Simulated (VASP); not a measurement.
Set up this calculation in VASP 6.6.1, as the native input.

```yaml
Task: single point
Functional: PBE
Dispersion: D3(BJ)
Potentials_or_basis: VASP PAW PBE potentials, release 64 (Se, W_sv)
Cutoff: 520 eV
k_mesh: 9 × 9 × 1
Occupations: gaussian, width 0.05 eV
Spin: no spin polarisation
Dipole_correction: yes
Further_INCAR_settings: ALGO = Normal; EDIFF = 1e-07; NBANDS = 35
```

The structure of WSe2 lies in POSCAR:

```
WSe2
1.0
    3.2854929709      0.0000000000      0.0000000000
   -1.6427464855      2.8453203767      0.0000000000
    0.0000000000      0.0000000000     24.2386466774
Se W
4 2
Direct
    0.3333333333      0.6666666667      0.1856539294
    0.3333333333      0.6666666667      0.3246601777
    1.0000000000      0.0000000000      0.5148523144
    1.0000000000      0.0000000000      0.6538585627
    0.6666666667      0.3333333333      0.2551570536
    1.3333333333     -0.3333333333      0.5843554385
```

One way to write it, as run:

INCAR

```
SYSTEM = WSe2
  PREC = Accurate
  ENCUT = 520
  EDIFF = 1E-7
  ISMEAR = 0
  SIGMA = 0.05
  LREAL = .FALSE.
  LASPH = .TRUE.
  NELM = 60
  ALGO = Normal
  ISIF = 2
  LWAVE = .FALSE.
  LCHARG = .FALSE.
  LDIPOL = .TRUE.
  IDIPOL = 3
  DIPOL = 0.5 0.5 0.420
  GGA = PE
  IVDW = 12
  NBANDS = 35
```

KPOINTS

```
regular mesh
0
G
  9 9 1
  0 0 0
```

Potentials or basis: VASP PAW PBE potentials, release 64 (Se, W_sv).

Command:

```console
$ cat potpaw_PBE.64/Se/POTCAR potpaw_PBE.64/W_sv/POTCAR > POTCAR
$ mpirun -np 1 vasp_std > vasp.out
```

It gave:

The largest force is 0.115 eV/Å and the band gap on the k mesh is 1.65 eV, indirect (least direct gap 1.67 eV). The dispersion energy per atom is -0.362 eV.

Caveat: spin-orbit coupling is left out, which moves the levels of the heavy elements.

Run time: 66 s on 1 thread of Intel(R) Xeon(R) 6975P-C (Granite Rapids) (shared host), peak memory 0.35 GiB.
